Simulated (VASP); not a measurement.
Crystal: CdTe.

```
Cd Te
1.0
     0.00000    3.20500    3.20500
     3.20500    0.00000    3.20500
     3.20500    3.20500    0.00000
Cd Te
1 1
Cartesian
  0.0000 0.0000 0.0000
  4.8075 4.8075 4.8075
```

- Program: VASP 6.6.1
- Task: relaxation of cell and atoms
- Functional: PBEsol
- Potentials or basis: VASP PAW PBE potentials, release 64 (Cd, Te)
- Cutoff: 600 eV
- k mesh: 6 × 6 × 6
- Occupations: gaussian, width 0.01 eV
- Spin: no spin polarisation

At the start: pressure 1.8 GPa; volume 32.92 Å³/atom.

Task: How do energy, volume and symmetry change on relaxing?

Result: Over 3 steps the energy falls by 7.4 meV/atom and the volume is 34.27 Å³/atom (+4.1 %); space group F-43m (No. 216, to 0.05 Å).

Step by step:
```
step  energy change (eV)  largest force (eV/Å)  pressure (GPa)  volume (Å³)
   1              0.0000                0.0000            1.83        65.84
   2             -0.0132                0.0000           -0.55        69.50
   3             -0.0149                0.0000            0.00        68.55
```

Final structure:
```
Cd Te
1.0
     0.00000    3.24825    3.24825
     3.24825    0.00000    3.24825
     3.24825    3.24825    0.00000
Cd Te
1 1
Cartesian
  0.0000 0.0000 0.0000
  4.8724 4.8724 4.8724
```

Caveat: the PAW data sets were made with another functional, which shifts forces and pressure a little.
